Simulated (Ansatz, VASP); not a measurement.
## Two plane-wave programs on Sn2C3

```xyz
5
Lattice="1.6731 0.9660 7.7556 -1.6731 0.9660 7.7556 0.0000 -1.9319 7.7556" Properties=species:S:1:pos:R:3 pbc="T T T"
Sn    0.0000    0.0000    9.3067
Sn    0.0000    0.0000   13.9600
C     0.0000    0.0000    0.0000
C     0.0000    0.0000    4.8744
C     0.0000    0.0000   18.3923
```

Alike in both runs: task single point; functional PBE; k mesh 6 × 6 × 6; occupations gaussian, width 0.1 eV; no spin polarisation.

```csv
,VASP,Ansatz
version,VASP 6.6.1,Ansatz 0.2.0
potentials or method,"VASP PAW PBE potentials, release 64 (Sn_d, C), cutoff 520 eV","scalar-relativistic, plane waves, PAW"
valence electrons in the cell,40,40
```

Ansatz gave:

* gap on the k mesh at the Fermi level (eV): none
* pressure (GPa): -6.5
* traceless stress, the component that is largest in VASP (GPa): -13.49
* rms of the force components (eV/Å): 0.286

Task: Which values does VASP return?

Result: gap on the k mesh at the Fermi level (eV): none; pressure (GPa): -6.5; traceless stress, the component that is largest in VASP (GPa): -13.46; rms of the force components (eV/Å): 0.283.

Atom by atom the forces differ by 0.005 eV/Å (rms over components). A gap of «none» marks a metal or a gap that the smearing closes.

The k mesh is coarse, so the values compare programs but aren't converged.
